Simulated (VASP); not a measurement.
# TiN (Fm-3m) in VASP: vibrations by perturbation theory with PBE

Aim: the vibrations by perturbation theory of TiN with PBE.

Everything below comes from runs of VASP 6.6.1. Logs are shortened: lines on timing, memory, paths and dates and some standing lists are left out, and cuts for length are marked.

**1. The cell of the first run**

The structure is cubic, space group Fm-3m (No. 225). Conventional cell: a = 4.249 Å, b = 4.249 Å, c = 4.249 Å, α = 90.00°, β = 90.00°, γ = 90.00°. Within 2.8 Å of Ti (site symmetry m-3m) lie 6 N at 2.12 Å. N (site symmetry m-3m) has 6 Ti at 2.12 Å within 2.8 Å.

**2. Vibrations by perturbation theory, PBE**

INCAR reads:

```
SYSTEM = TiN
PREC = Accurate
ENCUT = 520
EDIFF = 1E-8
ISMEAR = -1
SIGMA = 0.15
LREAL = .False.
LASPH = .True.
NELM = 60
ALGO = Normal
ISIF = 2
LWAVE = .False.
LCHARG = .False.
GGA = PE
NBANDS = 16
IBRION = 8
NSW = 1
```

KPOINTS reads:

```
Automatic mesh
0
Gamma
  18 18 18
  0 0 0
```

POSCAR reads:

```
TiN
1.0
    0.0000000000      2.1243612213      2.1243612213
    2.1243612213      0.0000000000      2.1243612213
    2.1243612213      2.1243612213      0.0000000000
Ti N
1 1
Direct
    0.0000000000      0.0000000000      0.0000000000
    0.5000000000      0.5000000000      0.5000000000
```

Potentials or basis: VASP PAW PBE potentials, release 64 (Ti_sv, N).

Launch:

```
cat potpaw_PBE.64/Ti_sv/POTCAR potpaw_PBE.64/N/POTCAR > POTCAR
mpirun -np 1 vasp_std > vasp.out
```

OUTCAR:

```text
SYSTEM = TiN
   PREC = Accurate
   ENCUT = 520
   EDIFF = 1E-8
   ISMEAR = -1
   LREAL = .False.
   LASPH = .True.
   NELM = 60
   ISIF = 2
   GGA = PE
   IBRION = 8
   NSW = 1

 ion  position               nearest neighbor table
   1  0.000  0.000  0.000-   2 2.12   2 2.12   2 2.12   2 2.12   2 2.12   2 2.12
   2  0.500  0.500  0.500-   1 2.12   1 2.12   1 2.12   1 2.12   1 2.12   1 2.12

  LATTYP: Found a face centered cubic cell.
 ALAT       =     4.2487224426

  Lattice vectors:

 A1 = (   0.0000000000,   2.1243612213,   2.1243612213)
 A2 = (   2.1243612213,   0.0000000000,   2.1243612213)
 A3 = (   2.1243612213,   2.1243612213,   0.0000000000)

Analysis of symmetry for initial positions (statically):
=====================================================================
 Subroutine PRICEL returns:
 Original cell was already a primitive cell.

 Routine SETGRP: Setting up the symmetry group for a
 face centered cubic supercell.

 Subroutine GETGRP returns: Found 48 space group operations
 (whereof 48 operations were pure point group operations)
 out of a pool of 48 trial point group operations.

The static configuration has the point symmetry O_h .

Analysis of symmetry for dynamics (positions and initial velocities):
=====================================================================
 Subroutine PRICEL returns:
 Original cell was already a primitive cell.

 Routine SETGRP: Setting up the symmetry group for a
 face centered cubic supercell.

 Subroutine GETGRP returns: Found 48 space group operations
 (whereof 48 operations were pure point group operations)
 out of a pool of 48 trial point group operations.

The dynamic configuration has the point symmetry O_h .

 Subroutine INISYM returns: Found 48 space group operations
 (whereof 48 operations are pure point group operations),
 and found     1 'primitive' translations

----------------------------------------------------------------------------------------

                                     Primitive cell

  volume of cell :      19.1741

  direct lattice vectors                    reciprocal lattice vectors
     0.000000000  2.124361221  2.124361221    -0.235364869  0.235364869  0.235364869
     2.124361221  0.000000000  2.124361221     0.235364869 -0.235364869  0.235364869
     2.124361221  2.124361221  0.000000000     0.235364869  0.235364869 -0.235364869

  length of vectors
     3.004300451  3.004300451  3.004300451     0.407663911  0.407663911  0.407663911

  position of ions in fractional coordinates (direct lattice)
     0.000000000  0.000000000  0.000000000
     0.500000000  0.500000000  0.500000000

  ion indices of the primitive-cell ions
   primitive index   ion index
                 1           1
                 2           2

----------------------------------------------------------------------------------------

 KPOINTS: Automatic mesh

Automatic generation of k-mesh.
 Grid dimensions read from file:
 generate k-points for:   18   18   18

 Generating k-lattice:

  Cartesian coordinates                     Fractional coordinates (reciprocal lattice)
    -0.013075826  0.013075826  0.013075826     0.055555556  0.000000000  0.000000000
     0.013075826 -0.013075826  0.013075826     0.000000000  0.055555556  0.000000000
     0.013075826  0.013075826 -0.013075826     0.000000000  0.000000000  0.055555556

  Length of vectors
     0.022647995  0.022647995  0.022647995

  Shift w.r.t. Gamma in fractional coordinates (k-lattice)
[... 75 lines left out ...]
  Thomas-Fermi vector in A             =   2.674116
   LORBIT       =      0    0 simple, 1 ext, 2 COOP (PROOUT), +10 PAW based schemes
   GGA     = PE    functional components
   LHFCALC =     F    Hartree Fock is set to
   AEXX    =    0.0000 exact exchange contribution
   IVDW    =     0    specifies the selected vdW correction
   LEPSILON=     F    determine dielectric tensor
   LRPA    =     F    only Hartree local field effects (RPA)
 non-spin polarized calculation
  energy-cutoff  :      520.00
  volume of cell :       19.17
 maximum number of plane-waves:       534
   NGX = 11   NGY = 11   NGZ = 11

--------------------------------------- Ionic step        1  -------------------------------------------

 number of electron      17.0000002 magnetization

 Free energy of the ion-electron system (eV)
  ---------------------------------------------------
  ext. energy  EPLUGINS =         0.00000000
  ---------------------------------------------------
  free energy    TOTEN  =       -19.66851957 eV

  energy without entropy =      -19.60461087  energy(sigma->0) =      -19.63656522

 E-fermi :  11.3691     XC(G=0): -12.9918

 val. band max:       11.3565143755   @ k =  -0.1667   0.1111   0.0000
 cond. band min:      11.3911349509   @ k =   0.1111   0.0556   0.0000
 fundamental gap:      0.0346205754
 Fermi energy:        11.3691090220

 k-point     1 :       0.0000    0.0000    0.0000
  band No.  band energies     occupation
      1     -46.4895      2.00000
      2     -22.4730      2.00000
      3     -22.4730      2.00000
      4     -22.4730      2.00000
      5      -5.6891      2.00000
      6       9.3453      2.00000
[... 433 lines left out ...]
      3     -22.5202      2.00000
      4     -22.4911      2.00000
      5      -4.6592      2.00000
      6       5.9338      2.00000
[... 8 lines left out ...]
     15      24.2835      0.00000
     16      28.3856      0.00000

 [... further k-points ...]

------------------------ aborting loop because EDIFF is reached ----------------------------------------

  FORCE on cell =-STRESS in cart. coord.  units (eV):
  Direction    XX          YY          ZZ          XY          YZ          ZX
  --------------------------------------------------------------------------------------
  -------------------------------------------------------------------------------------
  Total        0.0560665      0.0560665      0.0560665      0.0000000      0.0000000      0.0000000
  in kB        4.6848876      4.6848876      4.6848876      0.0000000      0.0000000      0.0000000
  external PRESSURE =       4.6848876 kB  Pullay stress =       0.0000000 kB

 VOLUME and BASIS-vectors are now :
 -----------------------------------------------------------------------------
  energy-cutoff  :      520.00
  volume of cell :       19.17
      direct lattice vectors                 reciprocal lattice vectors
     0.000000000  2.124361221  2.124361221    -0.235364869  0.235364869  0.235364869
     2.124361221  0.000000000  2.124361221     0.235364869 -0.235364869  0.235364869
     2.124361221  2.124361221  0.000000000     0.235364869  0.235364869 -0.235364869

 POSITION                                       TOTAL-FORCE (eV/Angst)
 -----------------------------------------------------------------------------------
      0.00000      0.00000      0.00000         0.000000     -0.000000     -0.000000
      2.12436      2.12436      2.12436        -0.000000      0.000000      0.000000
 -----------------------------------------------------------------------------------
    total drift:                                0.000000     -0.000000     -0.000000

  FREE ENERGIE OF THE ION-ELECTRON SYSTEM (eV)
  ---------------------------------------------------
  free  energy   TOTEN  =       -19.6685195674 eV

  energy  without entropy=      -19.6046108732  energy(sigma->0) =      -19.63656522

[... ionic steps 2 to 3 ...]

--------------------------------------- Ionic step        4  -------------------------------------------

------------------------ aborting loop because EDIFF is reached ----------------------------------------

[... ionic steps 5 to 6 ...]

--------------------------------------- Ionic step        7  -------------------------------------------

 Free energy of the ion-electron system (eV)
  ---------------------------------------------------
  ---------------------------------------------------
  free energy    TOTEN  =        -0.23273688 eV

  energy without entropy =       -0.23273688

------------------------ aborting loop because EDIFF is reached ----------------------------------------

 INTERNAL STRAIN TENSOR  FOR ION    2  DIRECTION 1   (eV/Angst):
 -----------------------------------------------------------------------------
     0.02334 -0.00000  0.00000
     0.00000 -0.01241 -0.00000
    -0.00000 -0.00000 -0.01241

 INTERNAL STRAIN TENSOR FOR ION    2 for displacements in x,y,z  (eV/Angst):
          X           Y           Z          XY          YZ          ZX
  --------------------------------------------------------------------------------
  x     0.00000     0.00000     0.00000     0.00000     0.00000     0.00000
  y     0.00000     0.00000     0.00000     0.00000     0.00000     0.00000
  z     0.00000     0.00000     0.00000     0.00000     0.00000     0.00000

 SECOND DERIVATIVES (NOT SYMMETRIZED)
 ------------------------------------
               1X          1Y          1Z          2X          2Y          2Z
  1X   -10.057487    0.000000    0.000000   10.057487    0.000000    0.000000
  1Y     0.000000  -10.057487    0.000000    0.000000   10.057487    0.000000
  1Z     0.000000    0.000000  -10.057487    0.000000    0.000000   10.057487
  2X    10.045508    0.000000    0.000000  -10.045508    0.000000    0.000000
  2Y     0.000000   10.045508    0.000000    0.000000  -10.045508    0.000000
  2Z     0.000000    0.000000   10.045508    0.000000    0.000000  -10.045508

 Eigenvectors and eigenvalues of the dynamical matrix
 ----------------------------------------------------

   1 f  =   15.056268 THz    94.601322 2PiTHz  502.223039 cm-1    62.267693 meV
             X         Y         Z           dx          dy          dz
      0.000000  0.000000  0.000000     0.000000    0.475884    0.000000
      2.124361  2.124361  2.124361     0.000000   -0.879508    0.000000
[... 21 lines left out ...]
   6 f/i=    0.003755 THz     0.023594 2PiTHz    0.125257 cm-1     0.015530 meV
             X         Y         Z           dx          dy          dz
      0.000000  0.000000  0.000000     0.000000    0.000000    0.879508
      2.124361  2.124361  2.124361     0.000000    0.000000    0.475884

--------------------------------------------------------------------------------------------------------

 ELASTIC MODULI CONTR FROM IONIC RELAXATION (kBar)
 Direction    XX          YY          ZZ          XY          YZ          ZX
 --------------------------------------------------------------------------------
 XX           0.0000      0.0000      0.0000      0.0000      0.0000      0.0000
 YY           0.0000      0.0000      0.0000      0.0000      0.0000      0.0000
 ZZ           0.0000      0.0000      0.0000      0.0000      0.0000      0.0000
 XY           0.0000      0.0000      0.0000      0.0000      0.0000      0.0000
 YZ           0.0000      0.0000      0.0000      0.0000      0.0000      0.0000
 ZX           0.0000      0.0000      0.0000      0.0000      0.0000      0.0000
 --------------------------------------------------------------------------------
```

Run time: 10 min. Hardware: 1 thread of Intel Xeon 8259CL, shared host; peak memory 0.41 GiB.

What came out:

```
Highest phonon frequency at Γ : 502 cm⁻¹
```

Phonon frequencies in cm⁻¹ (negative: imaginary):
| q point | frequencies |
| --- | --- |
| (0.000, 0.000, 0.000) | 0 0 0 502 502 502 |
